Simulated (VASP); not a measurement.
The system is OsSe.

```
CELL_PARAMETERS angstrom
0.00000 2.75464 2.75464
2.75464 0.00000 2.75464
2.75464 2.75464 0.00000
ATOMIC_POSITIONS crystal
Os 0.00000 0.00000 0.00000
Se 0.25000 0.25000 0.25000
```

Base run:

- Program: VASP 6.6.1
- Functional: PBEsol
- Potentials or basis: VASP PAW PBE potentials, release 64 (Os, Se)
- Cutoff: 520 eV
- k mesh: 10 × 10 × 10
- Occupations: gaussian, width 0.05 eV
- Spin: collinear spin
- Starting moments: [0.05, 0.0] μB

Its results: band gap on the k mesh zero (filled and empty bands overlap); pressure -4.4 GPa; net moment 0.00 μB per cell.

**Question.** The run is repeated on the same cell with these changes: functional from PBEsol to PBE. What comes out?

**Answer.** Band gap on the k mesh zero (filled and empty bands overlap); pressure 0.7 GPa; net moment 0.01 μB per cell.

PBE binds less tightly than PBEsol, so the same cell stands under more pressure.

Caveats: spin-orbit coupling is left out, which moves the levels of the heavy elements; the cell stands under tension (at least some runs); the PAW data sets were made with another functional, which shifts forces and pressure a little (at least some runs).
